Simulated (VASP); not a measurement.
The system is Ca4Au.

```
Ca Au
1.0
     4.68107    0.00000    0.00000
    -2.34053    4.05392    0.00000
     0.00000    0.00000    6.20489
Ca Au
4 1
Direct
  0.33333 0.66667 0.74662
  0.33333 0.66667 0.25338
  0.66667 0.33333 0.25338
  0.66667 0.33333 0.74662
  0.00000 0.00000 0.00000
```

The cell was generated, and may not be a known phase.

| Item | Value |
| --- | --- |
| Program | VASP 6.6.1 |
| Task | relaxation of cell and atoms |
| Functional | PBE |
| Potentials or basis | VASP PAW PBE potentials, release 64 (Ca_sv, Au) |
| Cutoff | 600 eV |
| k mesh | 6 × 6 × 4 |
| Occupations | gaussian, width 0.1 eV |
| Spin | no spin polarisation |

At the start: pressure 14.3 GPa; volume 23.55 Å³/atom.

How do energy, volume and symmetry change on relaxing?

Over 12 steps the energy falls by 471.5 meV/atom and the volume is 36.78 Å³/atom (+56.2 %); space group P6/mmm (No. 191, to 0.1 Å) before and after.

Step by step:
```tsv
step	energy change (eV)	largest force (eV/Å)	pressure (GPa)	volume (Å³)
1	0.0000	0.6402	14.26	117.75
2	-2.0180	0.4929	2.79	157.15
3	-2.2519	0.3931	0.68	175.48
4	-2.1370	0.2047	-1.76	216.25
5	-2.2915	0.3175	-0.32	188.65
6	-2.2915	0.3257	-0.21	187.01
7	-2.3350	0.2256	-0.14	186.14
8	-2.3391	0.1762	-0.10	185.76
9	-2.3492	0.1145	-0.04	184.83
10	-2.3567	0.0160	0.10	182.84
11	-2.3568	0.0061	0.09	183.01
12	-2.3574	0.0067	0.02	183.92
```

Final structure:
```
CELL_PARAMETERS angstrom
5.56426 0.00000 0.00000
-2.78213 4.81879 0.00000
0.00000 0.00000 6.85950
ATOMIC_POSITIONS crystal
Ca 0.33333 0.66667 0.76418
Ca 0.33333 0.66667 0.23582
Ca 0.66667 0.33333 0.23582
Ca 0.66667 0.33333 0.76418
Au 0.00000 0.00000 0.00000
```

Caveat: the volume moved by over 15 % at a fixed basis, so the end points are rough.
